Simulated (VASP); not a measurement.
# SrO (Fm-3m) in VASP: further runs, part 2 of 2

VASP 6.6.1.

## Step 4: Elastic constants, PBE

Contents of INCAR:

```
  PREC = Accurate
  ENCUT = 600
  EDIFF = 1E-8
  ISMEAR = -1
  SIGMA = 0.05
  LREAL = False
  LASPH = True
  NELM = 60
  ALGO = Normal
  ISIF = 3
  LWAVE = False
  LCHARG = False
  GGA = PE
  IBRION = 6
  NFREE = 2
  POTIM = 0.015
  NSW = 1
```

Contents of KPOINTS:

```
Automatic mesh
0
Gamma
  7 7 7
```

Contents of POSCAR:

```
SrO
1.0
    0.0000000000      2.5663000000      2.5663000000
    2.5663000000      0.0000000000      2.5663000000
    2.5663000000      2.5663000000      0.0000000000
Sr O
1 1
Direct
    0.5000000000      0.5000000000      0.5000000000
    0.0000000000      0.0000000000      0.0000000000
```

Potentials or basis: VASP PAW PBE potentials, release 64 (Sr_sv, O).

On the command line:

```
cat potpaw_PBE.64/Sr_sv/POTCAR potpaw_PBE.64/O/POTCAR > POTCAR
mpirun -np 1 vasp_std > vasp.out
```

OUTCAR:

```text
PREC = Accurate
   ENCUT = 600
   EDIFF = 1E-8
   ISMEAR = -1
   LREAL = False
   LASPH = True
   NELM = 60
   ISIF = 3
   GGA = PE
   IBRION = 6
   NFREE = 2
   POTIM = 0.015
   NSW = 1

 ion  position               nearest neighbor table
   1  0.500  0.500  0.500-   2 2.57   2 2.57   2 2.57   2 2.57   2 2.57   2 2.57
   2  0.000  0.000  0.000-   1 2.57   1 2.57   1 2.57   1 2.57   1 2.57   1 2.57

  LATTYP: Found a face centered cubic cell.
 ALAT       =     5.1326000000

  Lattice vectors:

 A1 = (   0.0000000000,   2.5663000000,   2.5663000000)
 A2 = (   2.5663000000,   0.0000000000,   2.5663000000)
 A3 = (   2.5663000000,   2.5663000000,   0.0000000000)

Analysis of symmetry for initial positions (statically):
=====================================================================
 Subroutine PRICEL returns:
 Original cell was already a primitive cell.

 Routine SETGRP: Setting up the symmetry group for a
 face centered cubic supercell.

 Subroutine GETGRP returns: Found 48 space group operations
[... 9 lines left out ...]

 Routine SETGRP: Setting up the symmetry group for a
 face centered cubic supercell.

 Subroutine GETGRP returns: Found 48 space group operations
[... 11 lines left out ...]
                                     Primitive cell

  volume of cell :      33.8028

  direct lattice vectors                    reciprocal lattice vectors
     0.000000000  2.566300000  2.566300000    -0.194833028  0.194833028  0.194833028
     2.566300000  0.000000000  2.566300000     0.194833028 -0.194833028  0.194833028
     2.566300000  2.566300000  0.000000000     0.194833028  0.194833028 -0.194833028

  length of vectors
     3.629296265  3.629296265  3.629296265     0.337460704  0.337460704  0.337460704

  position of ions in fractional coordinates (direct lattice)
     0.500000000  0.500000000  0.500000000
     0.000000000  0.000000000  0.000000000

  ion indices of the primitive-cell ions
   primitive index   ion index
                 1           1
                 2           2

----------------------------------------------------------------------------------------

 KPOINTS: Automatic mesh

Automatic generation of k-mesh.
 Grid dimensions read from file:
 generate k-points for:    7    7    7

 Generating k-lattice:

  Cartesian coordinates                     Fractional coordinates (reciprocal lattice)
    -0.027833290  0.027833290  0.027833290     0.142857143  0.000000000  0.000000000
     0.027833290 -0.027833290  0.027833290     0.000000000  0.142857143  0.000000000
     0.027833290  0.027833290 -0.027833290     0.000000000  0.000000000  0.142857143

  Length of vectors
     0.048208672  0.048208672  0.048208672
[... 576 lines left out ...]

 number of electron      15.9999997 magnetization

------------------------ aborting loop because EDIFF is reached ----------------------------------------
[... 67 lines left out ...]
--------------------------------------- Ionic step       17  -------------------------------------------

 number of electron      15.9999999 magnetization

 Free energy of the ion-electron system (eV)
  ---------------------------------------------------
  ext. energy  EPLUGINS =         0.00000000
  ---------------------------------------------------
  free energy    TOTEN  =       -12.03847249 eV

  energy without entropy =      -12.03847249  energy(sigma->0) =      -12.03847249

 E-fermi :   2.7689     XC(G=0): -10.0520

 val. band max:        1.6877387067   @ k =   0.0000   0.0000   0.0000
 cond. band min:       5.0472129511   @ k =   0.0000   0.4286   0.4286
 fundamental gap:      3.3594742445
 Fermi energy:         2.7689009964

 k-point     1 :       0.0000    0.0000    0.0000
  band No.  band energies     occupation
      1     -30.6807      2.00000
      2     -13.4095      2.00000
      3     -12.3128      2.00000
      4     -12.3128      2.00000
      5     -12.3122      2.00000
      6       1.6876      2.00000
      7       1.6876      2.00000
      8       1.6877      2.00000
      9       5.7117      0.00000
     10       7.9121      0.00000
     11       7.9129      0.00000
     12       7.9129      0.00000
[... 331 lines left out ...]
 k-point    24 :       0.0000   -0.4286    0.1429
  band No.  band energies     occupation
      1     -30.5293      2.00000
      2     -14.7937      2.00000
      3     -12.5714      2.00000
      4     -12.4286      2.00000
      5     -11.3014      2.00000
      6      -0.1942      2.00000
      7       0.6297      2.00000
      8       0.7602      2.00000
      9       8.2140      0.00000
     10       9.0471      0.00000
     11      10.6729      0.00000
     12      11.1758      0.00000

 [... further k-points ...]
[... 5 lines left out ...]
  --------------------------------------------------------------------------------------
  -------------------------------------------------------------------------------------
  Total        0.8136215      0.8078509      0.8078509      0.0000000      0.0000000      0.0000000
  in kB       38.5638812     38.2903661     38.2903661      0.0000000      0.0000000      0.0000000
  external PRESSURE =      38.3815378 kB  Pullay stress =       0.0000000 kB
[... 17 lines left out ...]
  FREE ENERGIE OF THE ION-ELECTRON SYSTEM (eV)
  ---------------------------------------------------
  free  energy   TOTEN  =       -12.0384724943 eV

  energy  without entropy=      -12.0384724943  energy(sigma->0) =      -12.03847249

 INTERNAL STRAIN TENSORS FROM STRAINED CELLS
 ============================================

 INTERNAL STRAIN TENSOR FOR ION    1 for displacements in x,y,z  (eV/Angst):
          X           Y           Z          XY          YZ          ZX
  --------------------------------------------------------------------------------
  x     0.00000     0.00000    -0.00000     0.00000     0.00000     0.00000
  y    -0.00000    -0.00000     0.00000     0.00000     0.00000     0.00000
  z    -0.00000    -0.00000     0.00000     0.00000     0.00000     0.00000

 INTERNAL STRAIN TENSORS FROM DISPLACED ATOMS
 ============================================

 INTERNAL STRAIN TENSOR FOR ION    1 for displacements in x,y,z  (eV/Angst):
          X           Y           Z          XY          YZ          ZX
  --------------------------------------------------------------------------------
  x     0.00000     0.00000     0.00000     0.00000     0.00000     0.00000
  y     0.00000     0.00000     0.00000     0.00000     0.00000     0.00000
  z     0.00000     0.00000     0.00000     0.00000     0.00000     0.00000

 INTERNAL STRAIN TENSOR FOR ION    2 for displacements in x,y,z  (eV/Angst):
          X           Y           Z          XY          YZ          ZX
  --------------------------------------------------------------------------------
  x     0.00000     0.00000     0.00000     0.00000     0.00000     0.00000
  y     0.00000     0.00000     0.00000     0.00000     0.00000     0.00000
  z     0.00000     0.00000     0.00000     0.00000     0.00000     0.00000

 Eigenvectors and eigenvalues of the dynamical matrix
 ----------------------------------------------------

   1 f  =    6.511905 THz    40.915507 2PiTHz  217.213776 cm-1    26.931064 meV
             X         Y         Z           dx          dy          dz
      2.566300  2.566300  2.566300     0.278249    0.278249   -0.000000
      0.000000  0.000000  0.000000    -0.650059   -0.650059   -0.000000
[... 21 lines left out ...]
   6 f/i=    0.003917 THz     0.024613 2PiTHz    0.130666 cm-1     0.016201 meV
             X         Y         Z           dx          dy          dz
      2.566300  2.566300  2.566300    -0.376242    0.828928   -0.128353
      0.000000  0.000000  0.000000    -0.161045    0.354812   -0.054940

--------------------------------------------------------------------------------------------------------

 ELASTIC MODULI CONTR FROM IONIC RELAXATION (kBar)
 Direction    XX          YY          ZZ          XY          YZ          ZX
 --------------------------------------------------------------------------------
 XX           0.0000      0.0000      0.0000      0.0000      0.0000      0.0000
 YY           0.0000      0.0000      0.0000      0.0000      0.0000      0.0000
 ZZ           0.0000      0.0000      0.0000      0.0000      0.0000      0.0000
 XY           0.0000      0.0000      0.0000      0.0000      0.0000      0.0000
 YZ           0.0000      0.0000      0.0000      0.0000      0.0000      0.0000
 ZX           0.0000      0.0000      0.0000      0.0000      0.0000      0.0000
 --------------------------------------------------------------------------------

 TOTAL ELASTIC MODULI (kBar)
 Direction    XX          YY          ZZ          XY          YZ          ZX
 --------------------------------------------------------------------------------
 XX        1956.3078    484.8124    484.8124      0.0000     -0.0000     -0.0000
 YY         484.8124   1956.3078    484.8124      0.0000     -0.0000      0.0000
 ZZ         484.8124    484.8124   1956.3078     -0.0000      0.0000      0.0000
 XY           0.0000      0.0000     -0.0000    538.4469      0.0000      0.0000
 YZ          -0.0000     -0.0000      0.0000      0.0000    538.4469      0.0000
 ZX          -0.0000      0.0000      0.0000      0.0000      0.0000    538.4469
 --------------------------------------------------------------------------------
```

OSZICAR:

```text
N       E                     dE             d eps       ncg     rms          rms(c)
DAV:   1     0.731526408559E+02    0.73153E+02   -0.88462E+03   480   0.140E+03
DAV:   2    -0.102532553556E+02   -0.83406E+02   -0.77987E+02   624   0.261E+02
[... 211 lines left out ...]
DAV:   3    -0.120384672611E+02    0.46210E-03   -0.14727E-03  1128   0.374E-01    0.934E-02
DAV:   4    -0.120384748391E+02   -0.75780E-05   -0.32366E-04  1168   0.159E-01    0.281E-02
DAV:   5    -0.120384730911E+02    0.17480E-05   -0.20584E-05  1100   0.413E-02    0.183E-02
DAV:   6    -0.120384725278E+02    0.56333E-06   -0.64640E-06  1116   0.296E-02    0.579E-03
DAV:   7    -0.120384724867E+02    0.41069E-07   -0.12578E-06  1220   0.104E-02    0.189E-03
DAV:   8    -0.120384724943E+02   -0.76077E-08   -0.79150E-08  1088   0.276E-03
  17 F= -.12038472E+02 E0= -.12038472E+02  d E =-.231427E-10
```

stdout:

```text
POSCAR found type information on POSCAR SrO
 POSCAR found :  2 types and       2 ions
 scaLAPACK will be used
 LDA part: xc-table for (Slater+PW92), standard interpolation
 POSCAR, INCAR and KPOINTS ok, starting setup
 FFT: planning ... GRIDC
 FFT: planning ... GRID_SOFT
 FFT: planning ... GRID
 WAVECAR not read
 entering main loop
 Found     2 degrees of freedom:
 Adding 6 more for cell shape distortion
 Finite differences POTIM= 0.01500 DOF=   8
 bond charge predicted
 Finite differences progress:
 bond charge predicted
 Finite differences progress:
 bond charge predicted
 Finite differences progress:
 bond charge predicted
 Finite differences progress:
 bond charge predicted
 Finite differences progress:
 bond charge predicted
 Finite differences progress:
 bond charge predicted
 Finite differences progress:
 bond charge predicted
 Finite differences progress:
 bond charge predicted
 Finite differences progress:
 bond charge predicted
 Finite differences progress:
 bond charge predicted
 Finite differences progress:
 bond charge predicted
 Finite differences progress:
 bond charge predicted
 Finite differences progress:
 bond charge predicted
 Finite differences progress:
 bond charge predicted
 Finite differences progress:
 bond charge predicted
 Finite differences progress:
```

Wall time 7.9 min (1 thread of Intel Xeon Platinum 8488C (Sapphire Rapids), shared host); peak memory 0.26 GiB.

What came out:

```
Elastic constants C11, C12, C44                         : 196, 48, 54 GPa
Voigt bulk modulus                                      : 98 GPa
Highest phonon frequency at Γ, LO-TO splitting left out : 217 cm⁻¹
```

Phonon frequencies in cm⁻¹ (negative: imaginary):
```
              q point        frequencies
(0.000, 0.000, 0.000)  0 0 0 217 217 217
```

Elastic tensor in Voigt notation (GPa, in the Cartesian axes of the cell as first typed):
```
196  48  48   0   0   0
 48 196  48   0   0   0
 48  48 196   0   0   0
  0   0   0  54   0   0
  0   0   0   0  54   0
  0   0   0   0   0  54
```

Clamped-ion elastic tensor (GPa):
```
196  48  48   0   0   0
 48 196  48   0   0   0
 48  48 196   0   0   0
  0   0   0  54   0   0
  0   0   0   0  54   0
  0   0   0   0   0  54
```

Caveat: the cell is under stress, which shifts elastic constants.

## Step 5: Vibrations by perturbation theory, PBEsol

Contents of INCAR:

```
SYSTEM = SrO
  PREC = Accurate
  ENCUT = 520
  EDIFF = 1E-8
  ISMEAR = 0
  SIGMA = 0.01
  LREAL = .False.
  LASPH = .True.
  NELM = 100
  ALGO = Normal
  ISIF = 2
  LWAVE = .False.
  LCHARG = .False.
  GGA = PS
  IBRION = 8
  NSW = 1
  LEPSILON = .True.
```

Contents of KPOINTS:

```
Automatic mesh
0
Gamma
  7 7 7
  0 0 0
```

POSCAR is that of step 4.

Potentials or basis: VASP PAW PBE potentials, release 64 (Sr_sv, O).

On the command line:

```
cat potpaw_PBE.64/Sr_sv/POTCAR potpaw_PBE.64/O/POTCAR > POTCAR
mpirun -np 1 vasp_std > vasp.out
```

OUTCAR:

```text
SYSTEM = SrO
   PREC = Accurate
   ENCUT = 520
   EDIFF = 1E-8
   ISMEAR = 0
   LREAL = .False.
   LASPH = .True.
   NELM = 100
   ISIF = 2
   GGA = PS
   IBRION = 8
   NSW = 1
   LEPSILON = .True.

 ion  position               nearest neighbor table
   1  0.500  0.500  0.500-   2 2.57   2 2.57   2 2.57   2 2.57   2 2.57   2 2.57
   2  0.000  0.000  0.000-   1 2.57   1 2.57   1 2.57   1 2.57   1 2.57   1 2.57

  LATTYP: Found a face centered cubic cell.
 ALAT       =     5.1326000000

  Lattice vectors:

 A1 = (   0.0000000000,   2.5663000000,   2.5663000000)
 A2 = (   2.5663000000,   0.0000000000,   2.5663000000)
 A3 = (   2.5663000000,   2.5663000000,   0.0000000000)

Analysis of symmetry for initial positions (statically):
=====================================================================
 Subroutine PRICEL returns:
 Original cell was already a primitive cell.
[... 593 lines left out ...]

 SECOND DERIVATIVES (NOT SYMMETRIZED)
 ------------------------------------
               1X          1Y          1Z          2X          2Y          2Z
  1X    -2.127951    0.000000    0.000000    2.127951    0.000000    0.000000
  1Y     0.000000   -2.127951    0.000000    0.000000    2.127951    0.000000
  1Z     0.000000    0.000000   -2.127951    0.000000    0.000000    2.127951
  2X     2.124379    0.000000    0.000000   -2.124379    0.000000    0.000000
  2Y     0.000000    2.124379    0.000000    0.000000   -2.124379    0.000000
  2Z     0.000000    0.000000    2.124379    0.000000    0.000000   -2.124379

 Eigenvectors and eigenvalues of the dynamical matrix
 ----------------------------------------------------

   1 f  =    6.195599 THz    38.928096 2PiTHz  206.662936 cm-1    25.622927 meV
             X         Y         Z           dx          dy          dz
      2.566300  2.566300  2.566300     0.000000   -0.393230    0.000000
      0.000000  0.000000  0.000000     0.000000    0.919440    0.000000
[... 21 lines left out ...]
   6 f/i=    0.001882 THz     0.011823 2PiTHz    0.062768 cm-1     0.007782 meV
             X         Y         Z           dx          dy          dz
      2.566300  2.566300  2.566300     0.325319    0.788033    0.344298
      0.000000  0.000000  0.000000     0.139134    0.337030    0.147251

--------------------------------------------------------------------------------------------------------

 MACROSCOPIC STATIC DIELECTRIC TENSOR IONIC CONTRIBUTION
 ------------------------------------------------------
          15.241602     0.000000     0.000000
           0.000000    15.241602     0.000000
           0.000000     0.000000    15.241602
 ------------------------------------------------------

 ELASTIC MODULI CONTR FROM IONIC RELAXATION (kBar)
 Direction    XX          YY          ZZ          XY          YZ          ZX
 --------------------------------------------------------------------------------
 XX           0.0000      0.0000      0.0000      0.0000      0.0000      0.0000
 YY           0.0000      0.0000      0.0000      0.0000      0.0000      0.0000
 ZZ           0.0000      0.0000      0.0000      0.0000      0.0000      0.0000
 XY           0.0000      0.0000      0.0000      0.0000      0.0000      0.0000
 YZ           0.0000      0.0000      0.0000      0.0000      0.0000      0.0000
 ZX           0.0000      0.0000      0.0000      0.0000      0.0000      0.0000
 --------------------------------------------------------------------------------

 PIEZOELECTRIC TENSOR IONIC CONTR  for field in x, y, z        (C/m^2)
          XX          YY          ZZ          XY          YZ          ZX
  --------------------------------------------------------------------------------
  x     0.00000     0.00000     0.00000     0.00000     0.00000     0.00000
  y     0.00000     0.00000     0.00000     0.00000     0.00000     0.00000
  z     0.00000     0.00000     0.00000     0.00000     0.00000     0.00000
```

OSZICAR:

```text
N       E                     dE             d eps       ncg     rms          rms(c)
DAV:   1     0.696856903438E+02    0.69686E+02   -0.81794E+03   480   0.126E+03
DAV:   2    -0.111136543559E+02   -0.80799E+02   -0.73729E+02   664   0.252E+02
DAV:   3    -0.145368794080E+02   -0.34232E+01   -0.34040E+01   704   0.467E+01
[... 236 lines left out ...]
RMM:   9    -0.363543122197E+00   -0.67188E-06    0.14764E-07  2112   0.825E-04    0.115E-04
RMM:  10    -0.363543923921E+00   -0.80172E-06    0.48984E-07  2205   0.308E-04    0.362E-05
RMM:  11    -0.363544299517E+00   -0.37560E-06   -0.69472E-08  2229   0.119E-04    0.304E-05
RMM:  12    -0.363544339482E+00   -0.39965E-07    0.33394E-08  2223   0.532E-05    0.347E-06
RMM:  13    -0.363544305171E+00    0.34312E-07    0.15285E-08  2213   0.239E-05    0.458E-06
RMM:  14    -0.363544306634E+00   -0.14631E-08   -0.81568E-09  2115   0.131E-05    0.105E-06
 Linear response finished
```

It took 2.3 min on 1 thread of Intel Xeon 6975P-C (Granite Rapids), shared host; peak memory 0.2 GiB.

Results:

| Item | Value |
| --- | --- |
| Electronic dielectric tensor (diagonal) | 3.89 |
| Born charges (mean of the diagonal) | Sr +2.46; O -2.46 e |
| Highest phonon frequency at Γ, LO-TO splitting left out | 207 cm⁻¹ |

Phonon frequencies in cm⁻¹ (negative: imaginary):
| q point | frequencies |
| --- | --- |
| (0.000, 0.000, 0.000) | 0 0 0 207 207 207 |

Electronic dielectric tensor:
```
3.89 0.00 0.00
0.00 3.89 0.00
0.00 0.00 3.89
```

Born effective charge tensors (e):
atom 1, Sr
```
2.46 0.00 0.00
0.00 2.46 0.00
0.00 0.00 2.46
```
atom 2, O
```
-2.46  0.00  0.00
 0.00 -2.46  0.00
 0.00  0.00 -2.46
```

Caveat: the PAW data sets were made with another functional, which shifts forces and pressure a little.
